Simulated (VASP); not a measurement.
Runs of VASP 6.6.1 on KTaO3. The structure is that of space group Pm-3m (No. 221), or close to it. The cells are those of the table. 

```tsv
task	level	potentials or basis	spin	cell	k mesh	cutoff (eV)	smearing	grid for exact exchange (PRECFOCK)	gap on the mesh (eV)	pressure (GPa)	relaxed volume (Å³/atom)
single point	LDA	VASP PAW LDA potentials, release 64 (K_sv, Ta_pv, O)	off	a = 3.952 Å, 5 atoms	6 × 6 × 6	520	fermi-dirac 0.02 eV	-	(b)	1.3	-
relaxation of cell and atoms	r2SCAN	VASP PAW PBE potentials, release 64 (K_sv, Ta_pv, O)	off	relaxed from a = 4.024 Å, 5 atoms	6 × 6 × 6	600	fermi-dirac 0.02 eV	-	2.59	0.0	12.75
single point	r2SCAN	VASP PAW PBE potentials, release 64 (K_sv, Ta_pv, O)	off	a = 3.990 Å, 5 atoms	6 × 6 × 6	520	fermi-dirac 0.02 eV	-	2.59	0.9	-
single point	PBE0	VASP PAW PBE potentials, release 64 (K_sv, Ta_pv, O)	off	a = 3.990 Å, 5 atoms	4 × 4 × 4	520	gaussian 0.01 eV	Fast	4.25	(a)	-
relaxation of cell and atoms	PBEsol	VASP PAW PBE potentials, release 64 (K_sv, Ta_pv, O)	off	relaxed from a = 4.024 Å, 5 atoms	6 × 6 × 6	600	fermi-dirac 0.02 eV	-	2.08	0.0	12.70
single point	PBE	VASP PAW PBE potentials, release 64 (K_sv, Ta_pv, O)	non-collinear, zero start, SOC	a = 3.990 Å, 5 atoms	6 × 6 × 6	520	gaussian 0.01 eV	-	-	6.0	-
single point	PBEsol	VASP PAW PBE potentials, release 64 (K_sv, Ta_pv, O)	off	a = 3.985 Å, 5 atoms	6 × 6 × 6	520	fermi-dirac 0.02 eV	-	2.09	0.7	-
single point	r2SCAN	VASP PAW PBE potentials, release 64 (K_sv, Ta_pv, O)	off	a = 3.990 Å, 5 atoms	6 × 6 × 6	520	gaussian 0.01 eV	-	2.59	0.9	-
```

Task: Fill in the values left out.

Result: (a) -0.4; (b) 2.07.

Caveats: spin-orbit coupling is left out, which moves the levels of the heavy elements (some runs); the PAW data sets were made with another functional, which shifts forces and pressure a little (some runs).

A k mesh can miss the band edges, and rows without SOC leave out spin-orbit coupling on Ta.
